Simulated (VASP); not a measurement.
# Li2S (Fm-3m) in VASP: notebook

Runs on Li2S. Level: PBE. Tasks: single point.

Program: VASP 6.6.1. These are calculated values, not measurements. Logs are shortened: lines on timing, memory, paths and dates and some standing lists are left out, and cuts for length are marked.

**1. The cell of the first run**

Symmetry: Fm-3m, No. 225, cubic system. The conventional cell has a = 5.689 Å, b = 5.689 Å, c = 5.689 Å, α = 90.00°, β = 90.00°, γ = 90.00°. Within 3.3 Å of Li (site symmetry -43m) lie 4 S at 2.46 Å and 6 Li at 2.84 Å. S (site symmetry m-3m) has 8 Li at 2.46 Å within 3.3 Å.

**2. Single point, PBE**

File INCAR:

```
SYSTEM = Li2S
  PREC = Accurate
  ENCUT = 750
  EDIFF = 1E-6
  ISMEAR = 0
  SIGMA = 0.01
  LREAL = .FALSE.
  LASPH = .TRUE.
  NELM = 120
  ALGO = Normal
  ISIF = 2
  LWAVE = .FALSE.
  LCHARG = .FALSE.
  GGA = PE
  NBANDS = 13
  GGA_COMPAT = .FALSE.
```

File KPOINTS:

```
regular mesh
0
G
  6 6 6
  0 0 0
```

File POSCAR:

```
Li2S
1.0
    0.0000000000      2.8445000000      2.8445000000
    2.8445000000      0.0000000000      2.8445000000
    2.8445000000      2.8445000000      0.0000000000
Li S
2 1
Direct
    0.2500000000      0.2500000000      0.2500000000
    0.7500000000      0.7500000000      0.7500000000
    0.0000000000      0.0000000000      0.0000000000
```

Potentials or basis: VASP PAW PBE potentials, release 64 (Li_sv, S).

The run is started by

```console
cat potpaw_PBE.64/Li_sv/POTCAR potpaw_PBE.64/S/POTCAR > POTCAR
mpirun -np 1 vasp_std > vasp.out
```

OUTCAR:

```text
SYSTEM = Li2S
   PREC = Accurate
   ENCUT = 750
   EDIFF = 1E-6
   ISMEAR = 0
   LREAL = .FALSE.
   LASPH = .TRUE.
   NELM = 120
   ISIF = 2
   GGA = PE

 ion  position               nearest neighbor table
   1  0.250  0.250  0.250-   3 2.46   3 2.46   3 2.46   3 2.46
   2  0.750  0.750  0.750-   3 2.46   3 2.46   3 2.46   3 2.46
   3  0.000  0.000  0.000-   2 2.46   2 2.46   2 2.46   1 2.46   2 2.46   1 2.46   1 2.46   1 2.46

  LATTYP: Found a face centered cubic cell.
 ALAT       =     5.6890000000

  Lattice vectors:

 A1 = (   0.0000000000,   2.8445000000,   2.8445000000)
 A2 = (   2.8445000000,   0.0000000000,   2.8445000000)
 A3 = (   2.8445000000,   2.8445000000,   0.0000000000)

Analysis of symmetry for initial positions (statically):
=====================================================================
 Subroutine PRICEL returns:
 Original cell was already a primitive cell.

 Routine SETGRP: Setting up the symmetry group for a
 face centered cubic supercell.

 Subroutine GETGRP returns: Found 48 space group operations
 (whereof 48 operations were pure point group operations)
 out of a pool of 48 trial point group operations.

The static configuration has the point symmetry O_h .

Analysis of symmetry for dynamics (positions and initial velocities):
=====================================================================
 Subroutine PRICEL returns:
 Original cell was already a primitive cell.

 Routine SETGRP: Setting up the symmetry group for a
 face centered cubic supercell.

 Subroutine GETGRP returns: Found 48 space group operations
 (whereof 48 operations were pure point group operations)
 out of a pool of 48 trial point group operations.

The dynamic configuration has the point symmetry O_h .

 Subroutine INISYM returns: Found 48 space group operations
 (whereof 48 operations are pure point group operations),
 and found     1 'primitive' translations

----------------------------------------------------------------------------------------

                                     Primitive cell

  volume of cell :      46.0307

  direct lattice vectors                    reciprocal lattice vectors
     0.000000000  2.844500000  2.844500000    -0.175777817  0.175777817  0.175777817
     2.844500000  0.000000000  2.844500000     0.175777817 -0.175777817  0.175777817
     2.844500000  2.844500000  0.000000000     0.175777817  0.175777817 -0.175777817

  length of vectors
     4.022730478  4.022730478  4.022730478     0.304456110  0.304456110  0.304456110

  position of ions in fractional coordinates (direct lattice)
     0.250000000  0.250000000  0.250000000
     0.750000000  0.750000000  0.750000000
     0.000000000  0.000000000  0.000000000

  ion indices of the primitive-cell ions
   primitive index   ion index
                 1           1
                 2           2
                 3           3

----------------------------------------------------------------------------------------

 KPOINTS: regular mesh

Automatic generation of k-mesh.
 Grid dimensions read from file:
 generate k-points for:    6    6    6

 Generating k-lattice:

  Cartesian coordinates                     Fractional coordinates (reciprocal lattice)
    -0.029296303  0.029296303  0.029296303     0.166666667  0.000000000  0.000000000
     0.029296303 -0.029296303  0.029296303     0.000000000  0.166666667  0.000000000
     0.029296303  0.029296303 -0.029296303     0.000000000  0.000000000  0.166666667

  Length of vectors
     0.050742685  0.050742685  0.050742685

  Shift w.r.t. Gamma in fractional coordinates (k-lattice)
     0.000000000  0.000000000  0.000000000

 Subroutine IBZKPT returns following result:
 ===========================================

 Found     16 irreducible k-points:

 Following reciprocal coordinates:
            Coordinates               Weight
  0.000000  0.000000  0.000000      1.000000
  0.166667  0.000000  0.000000      8.000000
  0.333333  0.000000  0.000000      8.000000
  0.500000  0.000000  0.000000      4.000000
  0.166667  0.166667  0.000000      6.000000
  0.333333  0.166667  0.000000     24.000000
[... 8 lines left out ...]
 -0.333333  0.333333  0.166667     24.000000
 -0.333333  0.500000  0.166667     12.000000
   k-points           NKPTS =     16   k-points in BZ     NKDIM =     16   number of bands    NBANDS=     13
   number of dos      NEDOS =    301   number of ions     NIONS =      3
   total plane-waves  NPLWV =  46656
   dimension x,y,z NGX =    36 NGY =   36 NGZ =   36
   dimension x,y,z NGXF=    72 NGYF=   72 NGZF=   72
   ions per type =               2   1
   NGX,Y,Z   is equivalent  to a cutoff of  14.88, 14.88, 14.88 a.u.
   NGXF,Y,Z  is equivalent  to a cutoff of  29.76, 29.76, 29.76 a.u.
 SYSTEM =  Li2S
   PREC   = accura    normal or accurate (medium, high low for compatibility)
   ISTART =      0    job   : 0-new  1-cont  2-samecut
   ICHARG =      2    charge: 1-file 2-atom 10-const
   ISPIN  =      1    spin polarized calculation?
   LNONCOLLINEAR =      F non collinear calculations
   LSORBIT =      F    spin-orbit coupling
   LASPH  =      T    aspherical Exc in radial PAW
   ENCUT  =  750.0 eV  55.12 Ry    7.42 a.u.   8.98  8.98  8.98*2*pi/ulx,y,z
   NELM   =    120;   NELMIN=  2; NELMDL= -5     # of ELM steps
   EDIFF  = 0.1E-05   stopping-criterion for ELM
   LREAL  =      F    real-space projection
   EDIFFG = 0.1E-04   stopping-criterion for IOM
   NSW    =      0    number of steps for IOM
   IBRION =     -1    ionic relax: 0-MD 1-quasi-New 2-CG
   NFREE  =      0    steps in history (QN), initial steepest desc. (CG)
   ISIF   =      2    stress and relaxation
   ISYM   =      2    0-nonsym 1-usesym 2-fastsym
   POTIM  = 0.5000    time-step for ionic-motion
   TEBEG  =    0.0;   TEEND  =   0.0 temperature during run
   PSTRESS=    0.0 pullay stress
   NELECT =      12.0000    total number of electrons
   NUPDOWN=      -1.0000    fix difference up-down
   EMIN   =  10.00;   EMAX   =-10.00  energy-range for DOS
   EFERMI =   0.00;   METHOD = LEGACY
   ISMEAR =     0;   SIGMA  =   0.01  broadening in eV -4-tet -1-fermi 0-gaus
   EFERMI_NEDOS =   21; number of points for ismear=-14 and -15
   IALGO  =     38    algorithm
   IMIX   =      4    mixing-type and parameters
     AMIX     =   0.40;   BMIX     =  1.00
     AMIX_MAG =   1.60;   BMIX_MAG =  1.00
  volume/ion in A,a.u.               =      15.34       103.54
  Fermi-wavevector in a.u.,A,eV,Ry     =   1.045810  1.976294 14.880934  1.093718
  Thomas-Fermi vector in A             =   2.180621
   LORBIT       =      0    0 simple, 1 ext, 2 COOP (PROOUT), +10 PAW based schemes
   GGA     = PE    functional components
   LHFCALC =     F    Hartree Fock is set to
   AEXX    =    0.0000 exact exchange contribution
   IVDW    =     0    specifies the selected vdW correction
   LEPSILON=     F    determine dielectric tensor
   LRPA    =     F    only Hartree local field effects (RPA)
 non-spin polarized calculation
 Gauss-broadening in eV      SIGMA  =   0.01
  energy-cutoff  :      750.00
  volume of cell :       46.03
 maximum number of plane-waves:      2168
   NGX = 17   NGY = 17   NGZ = 17

 number of electron      11.9999998 magnetization

 Free energy of the ion-electron system (eV)
  ---------------------------------------------------
  ext. energy  EPLUGINS =         0.00000000
  ---------------------------------------------------
  free energy    TOTEN  =       -11.99445758 eV

  energy without entropy =      -11.99445758  energy(sigma->0) =      -11.99445758

 E-fermi :   1.5528     XC(G=0):  -8.5255

 val. band max:        1.4919365500   @ k =   0.0000   0.0000   0.0000
 cond. band min:       4.8789472834   @ k =   0.5000   0.5000   0.0000
 fundamental gap:      3.3870107334
 Fermi energy:         1.5528228390

 k-point     1 :       0.0000    0.0000    0.0000
  band No.  band energies     occupation
      1     -42.6704      2.00000
      2     -42.6271      2.00000
      3      -9.5454      2.00000
      4       1.4919      2.00000
      5       1.4919      2.00000
      6       1.4919      2.00000
      7       5.7857      0.00000
      8       7.7245      0.00000
      9       7.7245      0.00000
     10       7.7245      0.00000
     11      12.6841      0.00000
     12      12.6841      0.00000
     13      13.9441      0.00000

 k-point     2 :       0.1667    0.0000    0.0000
  band No.  band energies     occupation
      1     -42.6673      2.00000
      2     -42.6298      2.00000
      3      -9.4467      2.00000
      4       0.5353      2.00000
      5       1.3445      2.00000
      6       1.3445      2.00000
      7       6.4475      0.00000
      8       8.0994      0.00000
      9       8.0994      0.00000
     10       8.3334      0.00000
     11      11.4530      0.00000
     12      11.4530      0.00000
     13      14.2057      0.00000

 k-point     3 :       0.3333    0.0000    0.0000
  band No.  band energies     occupation
      1     -42.6590      2.00000
      2     -42.6373      2.00000
      3      -9.2293      2.00000
      4      -0.8324      2.00000
      5       1.0919      2.00000
      6       1.0919      2.00000
      7       7.2550      0.00000
      8       8.2501      0.00000
      9       8.2501      0.00000
     10       9.4616      0.00000
     11      11.9345      0.00000
     12      11.9345      0.00000
     13      14.9087      0.00000
[... 177 lines left out ...]
 k-point    15 :      -0.3333    0.3333    0.1667
  band No.  band energies     occupation
      1     -42.6477      2.00000
      2     -42.6477      2.00000
      3      -9.0055      2.00000
      4      -0.8775      2.00000
      5      -0.0639      2.00000
      6       0.3108      2.00000
      7       7.1469      0.00000
      8       8.4124      0.00000
      9      10.5006      0.00000
     10      10.9911      0.00000
     11      11.2695      0.00000
     12      13.2610      0.00000
     13      14.8397      0.00000

 k-point    16 :      -0.3333    0.5000    0.1667
  band No.  band energies     occupation
      1     -42.6513      2.00000
      2     -42.6441      2.00000
      3      -8.9725      2.00000
      4      -0.5198      2.00000
      5      -0.1990      2.00000
      6      -0.1492      2.00000
      7       6.1739      0.00000
      8       9.4390      0.00000
      9       9.8693      0.00000
     10      11.5798      0.00000
     11      13.0074      0.00000
     12      13.9321      0.00000
     13      14.1157      0.00000

------------------------ aborting loop because EDIFF is reached ----------------------------------------

  FORCE on cell =-STRESS in cart. coord.  units (eV):
  Direction    XX          YY          ZZ          XY          YZ          ZX
  --------------------------------------------------------------------------------------
  -------------------------------------------------------------------------------------
  Total        0.0682563      0.0682563      0.0682563      0.0000000      0.0000000      0.0000000
  in kB        2.3757762      2.3757762      2.3757762      0.0000000      0.0000000      0.0000000
  external PRESSURE =       2.3757762 kB  Pullay stress =       0.0000000 kB

 VOLUME and BASIS-vectors are now :
 -----------------------------------------------------------------------------
  energy-cutoff  :      750.00
  volume of cell :       46.03
      direct lattice vectors                 reciprocal lattice vectors
     0.000000000  2.844500000  2.844500000    -0.175777817  0.175777817  0.175777817
     2.844500000  0.000000000  2.844500000     0.175777817 -0.175777817  0.175777817
     2.844500000  2.844500000  0.000000000     0.175777817  0.175777817 -0.175777817

 POSITION                                       TOTAL-FORCE (eV/Angst)
 -----------------------------------------------------------------------------------
      1.42225      1.42225      1.42225         0.000000     -0.000000     -0.000000
      4.26675      4.26675      4.26675        -0.000000     -0.000000      0.000000
      0.00000      0.00000      0.00000         0.000000      0.000000      0.000000
 -----------------------------------------------------------------------------------
    total drift:                                0.000000      0.000000      0.000000

  FREE ENERGIE OF THE ION-ELECTRON SYSTEM (eV)
  ---------------------------------------------------
  free  energy   TOTEN  =       -11.9944575759 eV

  energy  without entropy=      -11.9944575759  energy(sigma->0) =      -11.99445758
```

Run time: 8.4 s. Hardware: 1 thread of Intel Xeon 6975P-C (Granite Rapids), shared host; peak memory 0.19 GiB.

Results:

* Free energy: -11.9945 eV
* Pressure: 0.2 GPa
* Band gap on the k mesh: 3.39 eV (least direct gap 4.29 eV)

Levels at points of the mesh, in eV from the valence-band top:
```
           k point  band 3  band 4  band 5  band 6  band 7  band 8  band 9  band 10
(0.00, 0.00, 0.00)  -11.04    0.00    0.00    0.00    4.29    6.23    6.23     6.23
(0.50, 0.00, 0.00)  -10.60   -2.89   -0.51   -0.51    6.13    6.58    6.58     8.44
(0.50, 0.50, 0.00)  -10.47   -2.18   -1.43   -1.43    3.39    7.10   11.13    11.13
```

A k mesh can miss the band edges. Expect the measured gap to be larger: semilocal functionals such as PBE lack the derivative discontinuity.

[end of part 1 of 2]
